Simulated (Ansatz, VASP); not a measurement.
One calculation of TaN, two programs

The input INCAR:

```
PREC = Accurate
ENCUT = 700
EDIFF = 1E-6
ISMEAR = 0
SIGMA = 0.15
LREAL = False
LASPH = True
NELM = 120
ALGO = Normal
ISIF = 2
LWAVE = False
LCHARG = False
GGA = PS
NBANDS = 16
GGA_COMPAT = False
```

The input KPOINTS:

```
regular mesh
0
Gamma
  18 18 18
```

POSCAR

```
TaN
1.0
    0.0000000000      2.1790000000      2.1790000000
    2.1790000000      0.0000000000      2.1790000000
    2.1790000000      2.1790000000      0.0000000000
Ta N
1 1
Direct
    0.5086048646      0.5086048646      0.4913951354
    0.0000000000      0.0000000000      0.0000000000
```

Input for Ansatz:

```yaml
crystal:
  lattice:
    - [0.0, 2.179, 2.179]
    - [2.179, 0.0, 2.179]
    - [2.179, 2.179, 0.0]
  atoms:
    - { symbol: Ta, position: [0.5086048646, 0.5086048646, 0.4913951354] }
    - { symbol: "N", position: [0.0, 0.0, 0.0] }
basis:
  ecutwfc: 420
kpoints:
  mp_grid: { grid: [18, 18, 18] }
hamiltonian:
  xc: pbesol
scf:
  occupations: { method: gaussian, width: 0.15 }
output:
  forces: true
  stress: true
  eigenvalues: true
```

Change from the starting cell: all Ta atoms moved +0.037 Å, as atom 1 along Cartesian [0 0 1].

Alike in both runs: task single point; functional PBEsol; k mesh 18 × 18 × 18; occupations gaussian, width 0.15 eV; no spin polarisation.

|  | VASP | Ansatz |
| --- | --- | --- |
| version | VASP 6.6.1 | Ansatz 0.2.0 |
| potentials or method | VASP PAW PBE potentials, release 64 (Ta_sv_GW, N), cutoff 700 eV | scalar-relativistic, plane waves, PAW |
| valence electrons in the cell | 18 | 18 |

|  | VASP | Ansatz | Ansatz less VASP |
| --- | --- | --- | --- |
| gap on the k mesh at the Fermi level (eV) | none | none | - |
| pressure (GPa) | 4.7 | 4.7 | -0.04 |
| traceless stress, the component that is largest in VASP (GPa) | 0.51 | 0.51 | -0.003 |
| rms of the force components (eV/Å) | 0.191 | 0.190 | -0.0015 |

VASP's potentials were made for PBE, not for PBEsol. Atom by atom the forces differ by 0.001 eV/Å (rms over components). A gap of «none» marks a metal or a gap that the smearing closes.

Spin-orbit coupling is off throughout.
